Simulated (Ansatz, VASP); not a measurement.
## Two plane-wave programs on SiC

```
CELL_PARAMETERS angstrom
3.09199 0.00000 0.00000
-1.54599 2.67774 0.00000
0.00000 0.00000 5.07376
ATOMIC_POSITIONS crystal
Si 0.50942 0.75471 0.03735
Si 0.84275 0.42138 0.53735
C 0.33333 0.66667 0.38044
C 0.66667 0.33333 0.88044
```

Change from the starting cell: all Si atoms moved -0.500 Å, as atom 1 towards its neighbour atom 4 (C) at 1.893 Å.

Alike in both runs: task single point; functional PBE; k mesh 12 × 12 × 6; occupations gaussian, width 0.05 eV; no spin polarisation.

```csv
,VASP,Ansatz
version,VASP 6.6.1,Ansatz 0.2.0
potentials or method,"VASP PAW PBE potentials, release 64 (Si, C), cutoff 520 eV","scalar-relativistic, plane waves, PAW"
valence electrons in the cell,16,16
```

Ansatz gave:

- gap on the k mesh at the Fermi level (eV): 0.03
- least direct gap on the mesh (eV): 2.23
- pressure (GPa): 21.9
- traceless stress, the component that is largest in VASP (GPa): -25.10
- rms of the force components (eV/Å): 5.008

**Question.** Estimate VASP's values.

**Answer.** gap on the k mesh at the Fermi level (eV): 0.03; least direct gap on the mesh (eV): 2.22; pressure (GPa): 21.7; traceless stress, the component that is largest in VASP (GPa): -25.00; rms of the force components (eV/Å): 4.997.

Atom by atom the forces differ by 0.014 eV/Å (rms over components).
